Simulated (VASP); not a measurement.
# Mo (I4/mmm) in VASP: notebook, part 2 of 2

VASP 6.6.1. The steps go on from the part before.

## Step 4: Single point, PBEsol (strain +0.000 along x and y, +0.015 along z)

INCAR

```
SYSTEM = Mo
PREC = Accurate ; ENCUT = 500
EDIFF = 1E-6 ; ISMEAR = 0
SIGMA = 0.15 ; LREAL = .FALSE.
LASPH = .TRUE. ; NELM = 120
ALGO = Normal ; ISIF = 2
LWAVE = .FALSE. ; LCHARG = .FALSE.
GGA = PS ; NBANDS = 13
GGA_COMPAT = .FALSE.
```

KPOINTS

```
regular mesh
0
G
  22 22 22
  0 0 0
```

POSCAR

```
Mo
1.0
   -1.5710000000      1.5710000000      1.5945650000
    1.5710000000     -1.5710000000      1.5945650000
    1.5710000000      1.5710000000     -1.5945650000
Mo
1
Direct
    0.0000000000      0.0000000000      0.0000000000
```

Potentials or basis: VASP PAW PBE potentials, release 64 (Mo_sv).

The run is started by

```sh
$ cat potpaw_PBE.64/Mo_sv/POTCAR > POTCAR
$ mpirun -np 1 vasp_std > vasp.out
```

OUTCAR:

```text
SYSTEM = Mo
   PREC = Accurate
   ENCUT = 500
   EDIFF = 1E-6
   ISMEAR = 0
   LREAL = .FALSE.
   LASPH = .TRUE.
   NELM = 120
   ISIF = 2
   GGA = PS

 ion  position               nearest neighbor table
   1  0.000  0.000  0.000-

  LATTYP: Found a body centered tetragonal cell.
 ALAT       =     3.1420000000
 C/A-ratio  =     1.0150000000

  Lattice vectors:

 A1 = (  -1.5710000000,   1.5710000000,   1.5945650000)
 A2 = (   1.5710000000,  -1.5710000000,   1.5945650000)
 A3 = (   1.5710000000,   1.5710000000,  -1.5945650000)

Analysis of symmetry for initial positions (statically):
=====================================================================
 Subroutine PRICEL returns:
 Original cell was already a primitive cell.

 Routine SETGRP: Setting up the symmetry group for a
 body centered tetragonal supercell.

 Subroutine GETGRP returns: Found 16 space group operations
 (whereof 16 operations were pure point group operations)
 out of a pool of 16 trial point group operations.

The static configuration has the point symmetry D_4h.

Analysis of symmetry for dynamics (positions and initial velocities):
=====================================================================
 Subroutine PRICEL returns:
 Original cell was already a primitive cell.

 Routine SETGRP: Setting up the symmetry group for a
 body centered tetragonal supercell.

 Subroutine GETGRP returns: Found 16 space group operations
 (whereof 16 operations were pure point group operations)
 out of a pool of 16 trial point group operations.

The dynamic configuration has the point symmetry D_4h.

 Subroutine INISYM returns: Found 16 space group operations
 (whereof 16 operations are pure point group operations),
 and found     1 'primitive' translations

----------------------------------------------------------------------------------------

                                     Primitive cell

  volume of cell :      15.7418

  direct lattice vectors                    reciprocal lattice vectors
    -1.571000000  1.571000000  1.594565000     0.000000000  0.318268619  0.313565142
     1.571000000 -1.571000000  1.594565000     0.318268619  0.000000000  0.313565142
     1.571000000  1.571000000 -1.594565000     0.318268619  0.318268619  0.000000000

  length of vectors
     2.734724765  2.734724765  2.734724765     0.446786315  0.446786315  0.450099797

  position of ions in fractional coordinates (direct lattice)
     0.000000000  0.000000000  0.000000000

  ion indices of the primitive-cell ions
   primitive index   ion index
                 1           1

----------------------------------------------------------------------------------------

 KPOINTS: regular mesh

Automatic generation of k-mesh.
 Grid dimensions read from file:
 generate k-points for:   22   22   22

 Generating k-lattice:

  Cartesian coordinates                     Fractional coordinates (reciprocal lattice)
     0.000000000  0.014466755  0.014252961     0.045454545  0.000000000 -0.000000000
     0.014466755  0.000000000  0.014252961     0.000000000  0.045454545 -0.000000000
     0.014466755  0.014466755  0.000000000     0.000000000  0.000000000  0.045454545

  Length of vectors
     0.020308469  0.020308469  0.020459082

  Shift w.r.t. Gamma in fractional coordinates (k-lattice)
     0.000000000  0.000000000  0.000000000

 Subroutine IBZKPT returns following result:
 ===========================================

 Found    834 irreducible k-points:

 Following reciprocal coordinates:
            Coordinates               Weight
  0.000000  0.000000  0.000000      1.000000
  0.045455  0.000000 -0.000000      8.000000
  0.090909  0.000000 -0.000000      8.000000
  0.136364  0.000000 -0.000000      8.000000
  0.181818  0.000000 -0.000000      8.000000
  0.227273  0.000000 -0.000000      8.000000
[... 16 lines left out ...]
  0.500000  0.045455 -0.000000     16.000000
 -0.454545  0.045455  0.000000     16.000000
 [... further k-points ...]
   k-points           NKPTS =    834   k-points in BZ     NKDIM =    834   number of bands    NBANDS=     13
   number of dos      NEDOS =    301   number of ions     NIONS =      1
   total plane-waves  NPLWV =   8000
   dimension x,y,z NGX =    20 NGY =   20 NGZ =   20
   dimension x,y,z NGXF=    40 NGYF=   40 NGZF=   40
   ions per type =               1
   NGX,Y,Z   is equivalent  to a cutoff of  12.16, 12.16, 12.16 a.u.
   NGXF,Y,Z  is equivalent  to a cutoff of  24.32, 24.32, 24.32 a.u.
 SYSTEM =  Mo
   PREC   = accura    normal or accurate (medium, high low for compatibility)
   ISTART =      0    job   : 0-new  1-cont  2-samecut
   ICHARG =      2    charge: 1-file 2-atom 10-const
   ISPIN  =      1    spin polarized calculation?
   LNONCOLLINEAR =      F non collinear calculations
   LSORBIT =      F    spin-orbit coupling
   LASPH  =      T    aspherical Exc in radial PAW
   ENCUT  =  500.0 eV  36.75 Ry    6.06 a.u.   4.99  4.99  4.99*2*pi/ulx,y,z
   NELM   =    120;   NELMIN=  2; NELMDL= -5     # of ELM steps
   EDIFF  = 0.1E-05   stopping-criterion for ELM
   LREAL  =      F    real-space projection
   EDIFFG = 0.1E-04   stopping-criterion for IOM
   NSW    =      0    number of steps for IOM
   IBRION =     -1    ionic relax: 0-MD 1-quasi-New 2-CG
   NFREE  =      0    steps in history (QN), initial steepest desc. (CG)
   ISIF   =      2    stress and relaxation
   ISYM   =      2    0-nonsym 1-usesym 2-fastsym
   POTIM  = 0.5000    time-step for ionic-motion
   TEBEG  =    0.0;   TEEND  =   0.0 temperature during run
   PSTRESS=    0.0 pullay stress
   NELECT =      14.0000    total number of electrons
   NUPDOWN=      -1.0000    fix difference up-down
   EMIN   =  10.00;   EMAX   =-10.00  energy-range for DOS
   EFERMI =   0.00;   METHOD = LEGACY
   ISMEAR =     0;   SIGMA  =   0.15  broadening in eV -4-tet -1-fermi 0-gaus
   EFERMI_NEDOS =   21; number of points for ismear=-14 and -15
   IALGO  =     38    algorithm
   IMIX   =      4    mixing-type and parameters
     AMIX     =   0.40;   BMIX     =  1.00
     AMIX_MAG =   1.60;   BMIX_MAG =  1.00
  volume/ion in A,a.u.               =      15.74       106.23
  Fermi-wavevector in a.u.,A,eV,Ry     =   1.574343  2.975077 33.722793  2.478555
  Thomas-Fermi vector in A             =   2.675491
   LORBIT       =      0    0 simple, 1 ext, 2 COOP (PROOUT), +10 PAW based schemes
   GGA     = PS    functional components
   LHFCALC =     F    Hartree Fock is set to
   AEXX    =    0.0000 exact exchange contribution
   IVDW    =     0    specifies the selected vdW correction
   LEPSILON=     F    determine dielectric tensor
   LRPA    =     F    only Hartree local field effects (RPA)
 non-spin polarized calculation
 Gauss-broadening in eV      SIGMA  =   0.15
  energy-cutoff  :      500.00
  volume of cell :       15.74
 maximum number of plane-waves:       416
   NGX =  9   NGY =  9   NGZ =  9

 number of electron      14.0000003 magnetization

 Free energy of the ion-electron system (eV)
  ---------------------------------------------------
  ext. energy  EPLUGINS =         0.00000000
  ---------------------------------------------------
  free energy    TOTEN  =       -11.77050537 eV

  energy without entropy =      -11.76295869  energy(sigma->0) =      -11.76673203

 E-fermi :  12.3335     XC(G=0): -13.4889

 val. band max:       12.3297302608   @ k =  -0.0455  -0.1818   0.0455
 cond. band min:      12.3382144082   @ k =   0.4545   0.3636   0.0909
 fundamental gap:      0.0084841474
 Fermi energy:        12.3334594412

 k-point     1 :       0.0000    0.0000    0.0000
  band No.  band energies     occupation
      1     -48.8397      2.00000
      2     -22.1464      2.00000
      3     -22.1413      2.00000
      4     -22.1413      2.00000
      5       5.0902      2.00000
      6      10.9463      2.00000
      7      10.9463      2.00000
      8      11.1139      2.00000
      9      13.8769      0.00000
     10      14.0925      0.00000
     11      26.9644      0.00000
     12      27.2469      0.00000
     13      27.2469      0.00000
[... 353 lines left out ...]
 k-point    24 :      -0.4545    0.0455    0.0000
  band No.  band energies     occupation
      1     -48.5918      2.00000
      2     -23.4598      2.00000
      3     -22.5642      2.00000
      4     -22.1624      2.00000
      5       7.1854      2.00000
      6       9.1255      2.00000
      7      12.9540      0.00000
      8      13.9889      0.00000
      9      14.7210      0.00000
     10      16.7838      0.00000
     11      24.3505      0.00000
     12      24.6846      0.00000
     13      30.1806      0.00000

 [... further k-points ...]

------------------------ aborting loop because EDIFF is reached ----------------------------------------

  FORCE on cell =-STRESS in cart. coord.  units (eV):
  Direction    XX          YY          ZZ          XY          YZ          ZX
  --------------------------------------------------------------------------------------
  -------------------------------------------------------------------------------------
  Total       -0.4969498     -0.4969498     -0.9281400      0.0000000      0.0000000      0.0000000
  in kB      -50.5787982    -50.5787982    -94.4646823      0.0000000      0.0000000      0.0000000
  external PRESSURE =     -65.2074262 kB  Pullay stress =       0.0000000 kB

 VOLUME and BASIS-vectors are now :
 -----------------------------------------------------------------------------
  energy-cutoff  :      500.00
  volume of cell :       15.74
      direct lattice vectors                 reciprocal lattice vectors
    -1.571000000  1.571000000  1.594565000     0.000000000  0.318268619  0.313565142
     1.571000000 -1.571000000  1.594565000     0.318268619  0.000000000  0.313565142
     1.571000000  1.571000000 -1.594565000     0.318268619  0.318268619  0.000000000

 POSITION                                       TOTAL-FORCE (eV/Angst)
 -----------------------------------------------------------------------------------
      0.00000      0.00000      0.00000        -0.000000     -0.000000     -0.000000
 -----------------------------------------------------------------------------------
    total drift:                                0.000000     -0.000000      0.000000

  FREE ENERGIE OF THE ION-ELECTRON SYSTEM (eV)
  ---------------------------------------------------
  free  energy   TOTEN  =       -11.7705053700 eV

  energy  without entropy=      -11.7629586915  energy(sigma->0) =      -11.76673203
```

OSZICAR:

```text
N       E                     dE             d eps       ncg     rms          rms(c)
DAV:   1     0.886176731723E+02    0.88618E+02   -0.78631E+03 21902   0.107E+03
DAV:   2    -0.114387572028E+02   -0.10006E+03   -0.96347E+02 24954   0.306E+02
DAV:   3    -0.125466122725E+02   -0.11079E+01   -0.11052E+01 24179   0.321E+01
DAV:   4    -0.125490744833E+02   -0.24622E-02   -0.24621E-02 24339   0.184E+00
DAV:   5    -0.125490903423E+02   -0.15859E-04   -0.15861E-04 24534   0.130E-01    0.156E+01
DAV:   6    -0.118714181174E+02    0.67767E+00   -0.81899E-01 22314   0.110E+01    0.405E+00
DAV:   7    -0.117763842924E+02    0.95034E-01   -0.15328E-01 24324   0.450E+00    0.102E+00
DAV:   8    -0.117705250960E+02    0.58592E-02   -0.42422E-03 22384   0.831E-01    0.203E-01
DAV:   9    -0.117704977529E+02    0.27343E-04   -0.11366E-04 25739   0.129E-01    0.809E-02
DAV:  10    -0.117705052114E+02   -0.74584E-05   -0.96245E-06 22454   0.357E-02    0.600E-03
DAV:  11    -0.117705053700E+02   -0.15864E-06   -0.18775E-07 12687   0.469E-03
   1 F= -.11770505E+02 E0= -.11766732E+02  d E =-.754668E-02
```

Run time: 3 min. Hardware: 1 thread of Intel Xeon 8259CL, shared host; peak memory 0.25 GiB.

What came out:

| Property | Result |
| --- | --- |
| Free energy | -11.7705 eV |
| Pressure | -6.5 GPa |
| Band gap on the k mesh | zero (bands 7 and 8 overlap by 5.19 eV) |

Caveat: the cell differs from its parent crystal (strain +0.000 along x and y, +0.015 along z); the cell stands under tension; the PAW data sets were made with another functional, which shifts forces and pressure a little.

## Step 5: Single point, PBEsol (strain +0.015 along x and y, -0.015 along z)

INCAR

```
PREC     = Accurate       # precision mode
ENCUT    = 500            # plane-wave cutoff, eV
EDIFF    = 1E-6           # SCF threshold, eV
ISMEAR   = 0              # smearing method
SIGMA    = 0.15           # smearing width, eV
LREAL    = F              # projectors in reciprocal space
LASPH    = T              # aspherical terms in the spheres
NELM     = 120            # most SCF steps
ALGO     = Normal         # electronic algorithm
ISIF     = 2              # what is computed and relaxed
LWAVE    = F              # write WAVECAR
LCHARG   = F              # write CHGCAR
GGA      = PS             # functional
NBANDS   = 13             # bands
GGA_COMPAT= F
```

KPOINTS

```
Automatic mesh
0
Gamma
  22 22 22
```

POSCAR

```
Mo
1.0
   -1.5945650000      1.5945650000      1.5474350000
    1.5945650000     -1.5945650000      1.5474350000
    1.5945650000      1.5945650000     -1.5474350000
Mo
1
Direct
    0.0000000000      0.0000000000      0.0000000000
```

The run is started by

```sh
$ cat potpaw_PBE.64/Mo_sv/POTCAR > POTCAR
$ mpirun -np 1 vasp_std > vasp.out
```

It took 3.1 min on 1 thread of Intel Xeon 8259CL, shared host; peak memory 0.25 GiB.

It converged, with:

```yaml
Free_energy: -11.7639 eV
Pressure: -6.4 GPa
Band_gap_on_the_k_mesh: zero (bands 7 and 8 overlap by 5.20 eV)
```

Stress tensor (GPa, compression positive):
```
-9.40  0.00  0.00
 0.00 -9.40  0.00
 0.00  0.00 -0.33
```

Levels at points of the mesh, in eV from the Fermi level:
```
           k point  band 4  band 5  band 6  band 7  band 8  band 9  band 10  band 11
(0.00, 0.00, 0.00)  -34.47   -7.25   -1.56   -1.21   -1.21    1.42     1.86    14.63
(0.50, 0.00, 0.00)  -34.50   -5.31   -3.48    1.68    1.75    2.46     4.76    11.64
(0.50, 0.50, 0.00)  -34.47   -5.27   -3.11    1.38    1.44    2.16     4.70    11.35
(0.50, 0.50, 0.50)  -35.37   -5.44   -5.36    3.95    3.95    4.06     8.72     8.72
```

Caveat: the cell differs from its parent crystal (strain +0.015 along x and y, -0.015 along z); the cell stands under tension; the PAW data sets were made with another functional, which shifts forces and pressure a little.

## Step 6: Single point, PBEsol (strain +0.000 along x and y, +0.030 along z)

INCAR

```
ALGO = Normal
EDIFF = 1E-6
ENCUT = 500
GGA = PS
GGA_COMPAT = False
ISIF = 2
ISMEAR = 0
LASPH = True
LCHARG = True
LELF = True
LREAL = False
LVHAR = True
LWAVE = False
NBANDS = 13
NELM = 120
PREC = Accurate
SIGMA = 0.15
```

KPOINTS

```
k-points
0
Gamma
  22 22 22
```

POSCAR

```
Mo
1.0
   -1.5710000000      1.5710000000      1.6181300000
    1.5710000000     -1.5710000000      1.6181300000
    1.5710000000      1.5710000000     -1.6181300000
Mo
1
Direct
    0.0000000000      0.0000000000      0.0000000000
```

Potentials or basis: VASP PAW PBE potentials, release 64 (Mo_sv).

The run is started by

```sh
$ cat potpaw_PBE.64/Mo_sv/POTCAR > POTCAR
$ mpirun -np 1 vasp_std > vasp.out
```

Run time: 3.2 min. Hardware: 1 thread of Intel Xeon 8259CL, shared host; peak memory 0.26 GiB.

Results (log left out):

```yaml
Free_energy: -11.7524 eV
Pressure: -10.0 GPa
Band_gap_on_the_k_mesh: zero (bands 7 and 8 overlap by 4.95 eV)
```

Stress tensor (GPa, compression positive):
```
 -7.23   0.00   0.00
  0.00  -7.23   0.00
  0.00   0.00 -15.56
```

Levels at points of the mesh, in eV from the Fermi level:
```csv
k point,band 4,band 5,band 6,band 7,band 8,band 9,band 10,band 11
"(0.00, 0.00, 0.00)",-34.51,-7.19,-1.41,-1.41,-1.08,1.41,1.82,14.44
"(0.50, 0.00, 0.00)",-34.51,-5.19,-3.17,1.44,1.47,2.26,4.61,11.23
"(0.50, 0.50, 0.00)",-34.54,-5.23,-3.52,1.70,1.92,2.40,4.69,11.51
"(0.50, 0.50, 0.50)",-35.39,-5.32,-5.25,3.84,3.94,3.94,8.37,9.13
```

Caveat: the cell differs from its parent crystal (strain +0.000 along x and y, +0.030 along z); the cell stands under tension; the PAW data sets were made with another functional, which shifts forces and pressure a little.

## Step 7: Summary

| cell | gap on the mesh (eV) | pressure (GPa) |
| --- | --- | --- |
| a = 2.722 Å, angles 110.7, 110.7, 107.0°, 1 atom | none | -2.2 |
| a = 2.722 Å, angles 108.3, 108.3, 111.9°, 1 atom | none | -2.2 |
| a = 2.735 Å, angles 109.9, 109.9, 108.7°, 1 atom | none | -6.5 |
| a = 2.735 Å, angles 108.7, 108.7, 111.1°, 1 atom | none | -6.4 |
| a = 2.749 Å, angles 110.3, 110.3, 107.9°, 1 atom | none | -10.0 |

Alike in all rows: task single point; level PBEsol; potentials or basis VASP PAW PBE potentials, release 64 (Mo_sv); no spin polarisation; k mesh 22 × 22 × 22; cutoff (eV) 500; smearing gaussian 0.15 eV.

Caveats: the PAW data sets were made with another functional, which shifts forces and pressure a little; the cell stands under tension (at least some runs).

Absolute energies hang on the potentials; compare differences alone.
